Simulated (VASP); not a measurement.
A run of VASP 6.6.1:

The input INCAR:

```
PREC = Accurate ; ENCUT = 520
EDIFF = 1E-6 ; ISMEAR = 0
SIGMA = 0.024 ; LREAL = F
LASPH = T ; NELM = 100
ALGO = Normal ; ISIF = 2
LWAVE = F ; LCHARG = F
GGA = PE ; NBANDS = 20
```

Contents of KPOINTS:

```
regular mesh
0
Gamma
  9 9 9
```

File POSCAR:

```
SnO2
1.0
    0.0000000000      2.5741500000      2.5741500000
    2.5741500000      0.0000000000      2.5741500000
    2.5741500000      2.5741500000      0.0000000000
Sn O
1 2
Direct
    0.0000000000      0.0000000000      0.0000000000
    0.7500000000      0.7500000000      0.7500000000
    0.2500000000      0.2500000000      0.2500000000
```

Potentials or basis: VASP PAW PBE potentials, release 64 (Sn_d, O).

Launch:

```console
$ cat potpaw_PBE.64/Sn_d/POTCAR potpaw_PBE.64/O/POTCAR > POTCAR
$ mpirun -np 1 vasp_std > vasp.out
```

Hardware: 1 thread of Intel(R) Xeon(R) Platinum 8488C (Sapphire Rapids), on a shared host.

Problem. Estimate the wall time of this run.

Solution. Run time: 15 s on 1 thread of Intel(R) Xeon(R) Platinum 8488C (Sapphire Rapids), with other jobs on the host, peak memory 0.16 GiB. Counts: scf iterations 13, k points 35.
